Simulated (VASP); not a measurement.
Here is a VASP 6.6.1 calculation.

INCAR

```
SYSTEM = TiSn
ALGO     = Normal         ! electronic algorithm
EDIFF    = 1E-6           ! SCF threshold, eV
ENCUT    = 520            ! plane-wave cutoff, eV
GGA      = PE             ! functional
ISIF     = 2              ! what is computed and relaxed
ISMEAR   = -1             ! smearing method
IVDW     = 12             ! dispersion correction
LASPH    = .TRUE.         ! aspherical terms in the spheres
LCHARG   = .FALSE.        ! write CHGCAR
LREAL    = .FALSE.        ! projectors in reciprocal space
LWAVE    = .FALSE.        ! write WAVECAR
NBANDS   = 20             ! bands
NELM     = 80             ! most SCF steps
PREC     = Accurate       ! precision mode
SIGMA    = 0.05           ! smearing width, eV
```

The input KPOINTS:

```
k-points
0
G
  8 8 8
  0 0 0
```

File POSCAR:

```
TiSn
1.0
    0.0000000000      2.7616913036      2.7616913036
    2.7616913036      0.0000000000      2.7616913036
    2.7616913036      2.7616913036      0.0000000000
Ti Sn
1 1
Direct
    0.0000000000      0.0000000000      0.0000000000
    0.5000000000      0.5000000000      0.5000000000
```

Potentials or basis: VASP PAW PBE potentials, release 64 (Ti_sv, Sn_d).

Run with:

```console
$ cat potpaw_PBE.64/Ti_sv/POTCAR potpaw_PBE.64/Sn_d/POTCAR > POTCAR
$ mpirun -np 1 vasp_std > vasp.out
```

Question: Estimate the pressure.

Answer: 0.1 GPa.

Question: Predict the band gap on the k mesh.

Answer: Zero (bands 13 and 14 overlap by 0.38 eV).

Question: Estimate the dispersion energy per atom.

Answer: -0.499 eV.

Caveat: spin-orbit coupling is left out, which moves the levels of the heavy elements.
